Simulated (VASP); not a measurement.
# Tb (Im-3m) in VASP: a series of runs

Runs on Tb. Level: PBE. Tasks: single point.

Everything below comes from runs of VASP 6.6.1. Logs are shortened: lines on timing, memory, paths and dates and some standing lists are left out, and cuts for length are marked.

### 1 The cell of the first run

The structure is cubic, space group Im-3m (No. 229). The conventional cell has a = 4.020 Å, b = 4.020 Å, c = 4.020 Å, α = 90.00°, β = 90.00°, γ = 90.00°. Within 4.6 Å of Tb (site symmetry m-3m) lie 14 Tb at 3.48 to 4.02 Å.

This isn't the form of Tb at room conditions, which is hcp.

### 2 Single point, PBE, collinear spin, ferromagnetic start

Input file POSCAR:

```
Tb
1.0
   -2.0100000000      2.0100000000      2.0100000000
    2.0100000000     -2.0100000000      2.0100000000
    2.0100000000      2.0100000000     -2.0100000000
Tb
1
Direct
    0.0000000000      0.0000000000      0.0000000000
```

Input file INCAR.step1:

```
SYSTEM = Tb
GGA = PE
ISPIN = 2
MAGMOM = 6
LORBIT = 11
ISMEAR = 1
SIGMA = 0.1
LWAVE = .False.
LCHARG = .True.
NBANDS = 30
PREC = Accurate
LASPH = .True.
LREAL = .False.
ALGO = Normal
EDIFF = 1E-6
NELM = 200
GGA_COMPAT = .False.
ENCUT = 390
LMAXMIX = 6
KPAR = 2
```

Input file KPOINTS.step1:

```
k-points
0
Gamma
  11 11 11
```

Input file INCAR.step2:

```
SYSTEM = Tb
GGA = PE
ISPIN = 2
MAGMOM = 6
LORBIT = 11
ISMEAR = -5
LWAVE = .False.
LCHARG = .False.
NBANDS = 30
PREC = Accurate
LASPH = .True.
LREAL = .False.
ALGO = Normal
EDIFF = 1E-6
NELM = 200
GGA_COMPAT = .False.
ENCUT = 390
LMAXMIX = 6
NEDOS = 2001
EMIN = -14.0651
EMAX = 10.9349
ICHARG = 11
KPAR = 2
```

Input file KPOINTS.step2:

```
Automatic mesh
0
Gamma
  13 13 13
  0 0 0
```

Potentials or basis: VASP PAW PBE potentials, release 64 (Tb).

Launch:

```bash
> cat potpaw_PBE.64/Tb/POTCAR > POTCAR
> cp INCAR.step1 INCAR
> cp KPOINTS.step1 KPOINTS
> mpirun -np 2 vasp_std > vasp.out
> cp INCAR.step2 INCAR
> cp KPOINTS.step2 KPOINTS
> mpirun -np 2 vasp_std > vasp.out
```

OUTCAR:

```text
SYSTEM = Tb
   GGA = PE
   ISPIN = 2
   LORBIT = 11
   ISMEAR = -5
   PREC = Accurate
   LASPH = .True.
   LREAL = .False.
   EDIFF = 1E-6
   NELM = 200
   ENCUT = 390
   EMIN = -14.0651
   ICHARG = 11

 Found     84 irreducible k-points:

 Following reciprocal coordinates:
            Coordinates               Weight
  0.000000  0.000000  0.000000      1.000000
  0.076923  0.000000  0.000000     12.000000
  0.153846  0.000000  0.000000     12.000000
  0.230769  0.000000  0.000000     12.000000
  0.307692  0.000000  0.000000     12.000000
  0.384615  0.000000  0.000000     12.000000
   k-points           NKPTS =     84   k-points in BZ     NKDIM =     84   number of bands    NBANDS=     30
   number of dos      NEDOS =   2001   number of ions     NIONS =      1
   total plane-waves  NPLWV =  13824
   dimension x,y,z NGX =    24 NGY =   24 NGZ =   24
   dimension x,y,z NGXF=    48 NGYF=   48 NGZF=   48
   ions per type =               1
   NGX,Y,Z   is equivalent  to a cutoff of  11.46, 11.46, 11.46 a.u.
   NGXF,Y,Z  is equivalent  to a cutoff of  22.92, 22.92, 22.92 a.u.
 SYSTEM =  Tb
   PREC   = accura    normal or accurate (medium, high low for compatibility)
   ISTART =      0    job   : 0-new  1-cont  2-samecut
   ICHARG =     11    charge: 1-file 2-atom 10-const
   ISPIN  =      2    spin polarized calculation?
   LNONCOLLINEAR =      F non collinear calculations
   LSORBIT =      F    spin-orbit coupling
   LASPH  =      T    aspherical Exc in radial PAW
   ENCUT  =  390.0 eV  28.66 Ry    5.35 a.u.   5.61  5.61  5.61*2*pi/ulx,y,z
   NELM   =    200;   NELMIN=  2; NELMDL=  0     # of ELM steps
   EDIFF  = 0.1E-05   stopping-criterion for ELM
   LREAL  =      F    real-space projection
   EDIFFG = 0.1E-04   stopping-criterion for IOM
   NSW    =      0    number of steps for IOM
   IBRION =     -1    ionic relax: 0-MD 1-quasi-New 2-CG
   NFREE  =      0    steps in history (QN), initial steepest desc. (CG)
   ISIF   =      2    stress and relaxation
   ISYM   =      2    0-nonsym 1-usesym 2-fastsym
   POTIM  = 0.5000    time-step for ionic-motion
   TEBEG  =    0.0;   TEEND  =   0.0 temperature during run

   SCALEE = 1.0000    scale energy and forces
   PSTRESS=    0.0 pullay stress
   NELECT =      19.0000    total number of electrons
   NUPDOWN=      -1.0000    fix difference up-down
   EMIN   = -14.07;   EMAX   = 10.93  energy-range for DOS
   EFERMI =   0.00;   METHOD = LEGACY
   ISMEAR =    -5;   SIGMA  =   0.20  broadening in eV -4-tet -1-fermi 0-gaus
   EFERMI_NEDOS =   21; number of points for ismear=-14 and -15
   IALGO  =     38    algorithm
   IMIX   =      4    mixing-type and parameters
     AMIX     =   0.40;   BMIX     =  1.00
     AMIX_MAG =   1.60;   BMIX_MAG =  1.00
  volume/ion in A,a.u.               =      32.48       219.20
  Fermi-wavevector in a.u.,A,eV,Ry     =   1.369126  2.587272 25.504190  1.874505
  Thomas-Fermi vector in A             =   2.495029
   LORBIT       =     11    0 simple, 1 ext, 2 COOP (PROOUT), +10 PAW based schemes
   GGA     = PE    functional components
   LHFCALC =     F    Hartree Fock is set to
   AEXX    =    0.0000 exact exchange contribution
   IVDW    =     0    specifies the selected vdW correction
   LEPSILON=     F    determine dielectric tensor
   LRPA    =     F    only Hartree local field effects (RPA)

   CSHIFT  =0.1000    complex shift for real part using Kramers Kronig

   OMEGAMAX=  -1.0    maximum frequency
 spin polarized calculation
 Fermi weights with tetrahedron method with Bloechl corrections
  energy-cutoff  :      390.00
  volume of cell :       32.48
 maximum number of plane-waves:       581

 number of electron      18.9999972 magnetization       5.8096224

 Free energy of the ion-electron system (eV)
  ---------------------------------------------------
  ext. energy  EPLUGINS =         0.00000000
  ---------------------------------------------------
  free energy    TOTEN  =        -9.40543155 eV

  energy without entropy =       -9.40543155  energy(sigma->0) =       -9.40543155

 E-fermi :   2.9393     XC(G=0): -10.0335

 val. band max:        3.0246081907   @ k =   0.2308   0.2308   0.2308
 cond. band min:       2.8878367078   @ k =   0.2308   0.2308   0.2308
 fundamental gap:     -0.1367714829
 Fermi energy:         2.9393220575

 spin component 1

 k-point     1 :       0.0000    0.0000    0.0000
  band No.  band energies     occupation
      1     -43.2149      1.00000
      2     -19.5035      1.00000
      3     -19.5035      1.00000
      4     -19.5035      1.00000
      5      -2.0630      1.00000
      6      -1.1285      1.00000
[... 13 lines left out ...]
     20      13.7633      0.00000
     21      21.0924      0.00000

 k-point     2 :       0.0769    0.0000    0.0000
  band No.  band energies     occupation
      1     -43.2113      1.00000
      2     -19.5459      1.00000
      3     -19.5169      1.00000
      4     -19.5041      1.00000
      5      -1.8924      1.00000
      6      -1.1338      1.00000
[... 13 lines left out ...]
     20      14.2412      0.00000
     21      19.5842      0.00000

 k-point     3 :       0.1538    0.0000    0.0000
  band No.  band energies     occupation
      1     -43.2014      1.00000
      2     -19.6602      1.00000
      3     -19.5527      1.00000
      4     -19.5048      1.00000
      5      -1.4090      1.00000
      6      -1.1476      1.00000
[... 13 lines left out ...]
     20      15.2294      0.00000
     21      18.0773      0.00000

 k-point     4 :       0.2308    0.0000    0.0000
  band No.  band energies     occupation
      1     -43.1874      1.00000
      2     -19.8167      1.00000
      3     -19.6025      1.00000
      4     -19.5055      1.00000
      5      -1.1658      1.00000
      6      -1.1535      1.00000
[... 13 lines left out ...]
     20      16.2419      0.00000
     21      17.6963      0.00000

 k-point     5 :       0.3077    0.0000    0.0000
  band No.  band energies     occupation
      1     -43.1725      1.00000
      2     -19.9772      1.00000
      3     -19.6550      1.00000
      4     -19.5067      1.00000
      5      -1.1847      1.00000
      6      -1.1734      1.00000
[... 13 lines left out ...]
     20      17.8415      0.00000
     21      17.9648      0.00000

 k-point     6 :       0.3846    0.0000    0.0000
  band No.  band energies     occupation
      1     -43.1601      1.00000
      2     -20.1062      1.00000
      3     -19.6977      1.00000
      4     -19.5074      1.00000
      5      -1.1986      1.00000
      6      -1.1899      1.00000
[... 13 lines left out ...]
     20      16.1273      0.00000
     21      19.4797      0.00000

 [... further k-points ...]

 spin component 2

 k-point     1 :       0.0000    0.0000    0.0000
  band No.  band energies     occupation
      1     -40.6748      1.00000
      2     -17.6319      1.00000
      3     -17.6319      1.00000
      4     -17.6319      1.00000
      5      -1.7509      1.00000
      6       2.8333      1.00000
[... 13 lines left out ...]
     20      14.0321      0.00000
     21      21.4889      0.00000

 k-point     2 :       0.0769    0.0000    0.0000
  band No.  band energies     occupation
      1     -40.6704      1.00000
      2     -17.6835      1.00000
      3     -17.6477      1.00000
      4     -17.6327      1.00000
      5      -1.5729      1.00000
      6       2.8271      1.00000
[... 13 lines left out ...]
     20      14.5657      0.00000
     21      20.0181      0.00000

 k-point     3 :       0.1538    0.0000    0.0000
  band No.  band energies     occupation
      1     -40.6582      1.00000
      2     -17.8224      1.00000
      3     -17.6898      1.00000
      4     -17.6338      1.00000
      5      -1.0701      1.00000
      6       2.8115      1.00000
[... 13 lines left out ...]
     20      15.7115      0.00000
     21      18.4430      0.00000

 k-point     4 :       0.2308    0.0000    0.0000
  band No.  band energies     occupation
      1     -40.6409      1.00000
      2     -18.0109      1.00000
      3     -17.7483      1.00000
      4     -17.6352      1.00000
      5      -0.3450      1.00000
      6       2.7947      1.00000
[... 13 lines left out ...]
     20      16.5613      0.00000
     21      17.9516      0.00000

 k-point     5 :       0.3077    0.0000    0.0000
  band No.  band energies     occupation
      1     -40.6225      1.00000
      2     -18.2028      1.00000
      3     -17.8096      1.00000
      4     -17.6371      1.00000
      5       0.4050      1.00000
      6       2.8115      1.00000
[... 13 lines left out ...]
     20      18.1950      0.00000
     21      18.7759      0.00000

 k-point     6 :       0.3846    0.0000    0.0000
  band No.  band energies     occupation
      1     -40.6072      1.00000
      2     -18.3560      1.00000
      3     -17.8596      1.00000
      4     -17.6384      1.00000
      5       0.9071      1.00000
      6       2.8892      1.00000
[... 13 lines left out ...]
     20      16.9107      0.00000
     21      19.9761      0.00000

 [... further k-points ...]

 [bands above 21 left out]

------------------------ aborting loop because EDIFF is reached ----------------------------------------

  FORCE on cell =-STRESS in cart. coord.  units (eV):
  Direction    XX          YY          ZZ          XY          YZ          ZX
  --------------------------------------------------------------------------------------
  -------------------------------------------------------------------------------------
  Total       -0.2487350     -0.2487350     -0.2487350      0.0000000      0.0000000     -0.0000000
  in kB      -12.2687208    -12.2687208    -12.2687208      0.0000000      0.0000000     -0.0000000
  external PRESSURE =     -12.2687208 kB  Pullay stress =       0.0000000 kB

 VOLUME and BASIS-vectors are now :
 -----------------------------------------------------------------------------
  energy-cutoff  :      390.00
  volume of cell :       32.48
      direct lattice vectors                 reciprocal lattice vectors
    -2.010000000  2.010000000  2.010000000     0.000000000  0.248756219  0.248756219
     2.010000000 -2.010000000  2.010000000     0.248756219  0.000000000  0.248756219
     2.010000000  2.010000000 -2.010000000     0.248756219  0.248756219  0.000000000

 POSITION                                       TOTAL-FORCE (eV/Angst)
 -----------------------------------------------------------------------------------
      0.00000      0.00000      0.00000         0.000000     -0.000000      0.000000
 -----------------------------------------------------------------------------------
    total drift:                               -0.000000     -0.000000     -0.000000

  FREE ENERGIE OF THE ION-ELECTRON SYSTEM (eV)
  ---------------------------------------------------
  free  energy   TOTEN  =        -9.4054315542 eV

  energy  without entropy=       -9.4054315542  energy(sigma->0) =       -9.40543155

 total charge

# of ion       s       p       d       f       tot
--------------------------------------------------
    1        2.084   5.594   0.480   8.154  16.312

 magnetization (x)

# of ion       s       p       d       f       tot
--------------------------------------------------
    1        0.000  -0.049   0.058   5.641   5.650
```

Wall time 87 s (2 MPI ranks of AMD EPYC 9R45 (Zen 5), shared host); peak memory 0.19 GiB.

Results:

```yaml
Net_moment: 5.81 μB per cell
Site_moments: Tb +5.65 μB
Valence_electrons_inside_the_program's_atomic_spheres: Tb 16.31
Density_of_states_at_the_Fermi_level: 11.44 states/eV/atom
```

Caveat: the cutoff is under 1.25 times the usual one of these potentials, so pressure, stress and relaxed cells hold a basis-set (Pulay) error; the magnetic or orbital state may not be the lowest; spin-orbit coupling is left out, which moves the levels of the heavy elements; semilocal functionals describe open f shells poorly, which spoils levels, moments and volumes; tetrahedron occupations give inexact forces and stress in metals.

### 3 Single point, PBE, collinear spin, ferromagnetic start

POSCAR is that of step 2.

INCAR.step1, as its differences from that of step 2:

```diff
@@ -17,3 +17,3 @@
 GGA_COMPAT = .False.
-ENCUT = 390
+ENCUT = 540
 LMAXMIX = 6
```

KPOINTS.step1 is that of step 2.

INCAR.step2, as its differences from that of step 2:

```diff
@@ -16,7 +16,7 @@
 GGA_COMPAT = .False.
-ENCUT = 390
+ENCUT = 540
 LMAXMIX = 6
-NEDOS = 2001
-EMIN = -14.0651
-EMAX = 10.9349
+NEDOS = 4001
+EMIN = -14.0617
+EMAX = 10.9383
 ICHARG = 11
```

Input file KPOINTS.step2:

```
Automatic mesh
0
Gamma
  28 28 28
  0 0 0
```

Potentials or basis: VASP PAW PBE potentials, release 64 (Tb).

Launch:

```bash
> cat potpaw_PBE.64/Tb/POTCAR > POTCAR
> cp INCAR.step1 INCAR
> cp KPOINTS.step1 KPOINTS
> mpirun -np 2 vasp_std > vasp.out
> cp INCAR.step2 INCAR
> cp KPOINTS.step2 KPOINTS
> mpirun -np 2 vasp_std > vasp.out
```

It took 6.2 min on 2 MPI ranks of AMD EPYC 9R45 (Zen 5), shared host; peak memory 1.1 GiB.

It converged, with:

* Net moment: 5.81 μB per cell
* Site moments: Tb +5.66 μB
* Valence electrons inside the program's atomic spheres: Tb 16.32
* Density of states at the Fermi level: 11.50 states/eV/atom

Levels at points of the mesh, in eV from the Fermi level:
Spin up:
```tsv
k point	band 10	band 11	band 12	band 13	band 14	band 15
(0.00, 0.00, 0.00)	-3.83	-3.83	-3.83	1.74	1.74	1.74
(0.50, 0.00, 0.00)	-3.72	-3.71	-2.20	0.09	1.25	3.80
```
Spin down:
| k point | band 3 | band 4 | band 5 | band 6 | band 7 | band 8 | band 9 | band 10 | band 11 | band 12 |
| --- | --- | --- | --- | --- | --- | --- | --- | --- | --- | --- |
| (0.00, 0.00, 0.00) | -20.56 | -20.56 | -4.69 | -0.10 | -0.10 | -0.10 | 0.69 | 0.69 | 0.69 | 0.98 |
| (0.50, 0.00, 0.00) | -20.82 | -20.57 | -1.84 | -0.04 | 0.04 | 0.12 | 0.54 | 0.60 | 0.61 | 0.61 |

Caveat: the magnetic or orbital state may not be the lowest; spin-orbit coupling is left out, which moves the levels of the heavy elements; semilocal functionals describe open f shells poorly, which spoils levels, moments and volumes; tetrahedron occupations give inexact forces and stress in metals. The state reached can hang on the start; a lower one may exist.
